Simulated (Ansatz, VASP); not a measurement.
One calculation of WS2, two programs

```
W S
1.0
     1.45268    0.83871    5.67026
    -1.45268    0.83871    5.67026
     0.00000   -1.67741    5.67026
W S
1 2
Direct
  0.00000 0.00000 0.00000
  0.75030 0.75030 0.75030
  0.58100 0.58100 0.58100
```

Change from the starting cell: strain -0.080 along x and y, -0.080 along z, atoms carried along.

Alike in both runs: task single point; functional PBEsol; k mesh 12 × 12 × 12; occupations gaussian, width 0.05 eV; no spin polarisation.

|  | VASP | Ansatz |
| --- | --- | --- |
| version | VASP 6.6.1 | Ansatz 0.2.0 |
| potentials or method | VASP PAW PBE potentials, release 64 (W_sv, S), cutoff 520 eV | scalar-relativistic, plane waves, PAW |
| valence electrons in the cell | 26 | 26 |

```tsv
	VASP	Ansatz	Ansatz less VASP
gap on the k mesh at the Fermi level (eV)	0.63	0.60	-0.029
least direct gap on the mesh (eV)	2.55	2.52	-0.029
pressure (GPa)	71.4	70.9	-0.43
traceless stress, the component that is largest in VASP (GPa)	4.43	4.48	+0.056
rms of the force components (eV/Å)	2.977	2.963	-0.0141
```

VASP's potentials were made for PBE, not for PBEsol. Atom by atom the forces differ by 0.014 eV/Å (rms over components). Both programs put the cell under a high pressure, so it lies far from rest at this level.

Neither program's run includes spin-orbit coupling. Noted on VASP's run: the cell as given lies far from equilibrium.
